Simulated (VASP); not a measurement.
Input of a VASP 6.6.1 run:

File INCAR:

```
SYSTEM = SiPdC
PREC     = Accurate       ! precision mode
ENCUT    = 520            ! plane-wave cutoff, eV
EDIFF    = 1E-6           ! SCF threshold, eV
ISMEAR   = 0              ! smearing method
SIGMA    = 0.1            ! smearing width, eV
LREAL    = .False.        ! projectors in reciprocal space
LASPH    = .True.         ! aspherical terms in the spheres
NELM     = 80             ! most SCF steps
ALGO     = Normal         ! electronic algorithm
ISIF     = 2              ! what is computed and relaxed
LWAVE    = .False.        ! write WAVECAR
LCHARG   = .False.        ! write CHGCAR
GGA      = PE             ! functional
NBANDS   = 27             ! bands
```

KPOINTS

```
regular mesh
0
Gamma
  6 6 4
  0 0 0
```

File POSCAR:

```
SiPdC
1.0
    3.3756121144      0.0000000000      0.0000000000
    0.0000000000      3.3756121144      0.0000000000
    0.0000000000      0.0000000000      5.8238040877
Si Pd C
2 2 2
Direct
    0.5000000000      0.0000000000      0.2305000000
    0.0000000000      0.5000000000      0.7695000000
    0.5000000000      0.0000000000      0.6480000000
    0.0000000000      0.5000000000      0.3520000000
    0.0000000000      0.0000000000      0.0000000000
    0.5000000000      0.5000000000      0.0000000000
```

Potentials or basis: VASP PAW PBE potentials, release 64 (Si, Pd, C).

Launch:

```sh
$ cat potpaw_PBE.64/Si/POTCAR potpaw_PBE.64/Pd/POTCAR potpaw_PBE.64/C/POTCAR > POTCAR
$ mpirun -np 1 vasp_std > vasp.out
```

**Question.** What does it give for the band gap on the k mesh?

**Answer.** Zero (bands 18 and 19 overlap by 2.62 eV).

**Question.** Predict the largest force.

**Answer.** 2.939 eV/Å.

**Question.** Predict the pressure.

**Answer.** 13.8 GPa.

Stress tensor (GPa, compression positive):
```
16.50  0.00  0.00
 0.00 16.50  0.00
 0.00  0.00  8.47
```

Caveat: the cell stands under pressure; forces of over 1 eV/Å act on the atoms, so gaps and moduli don't describe the material at rest.
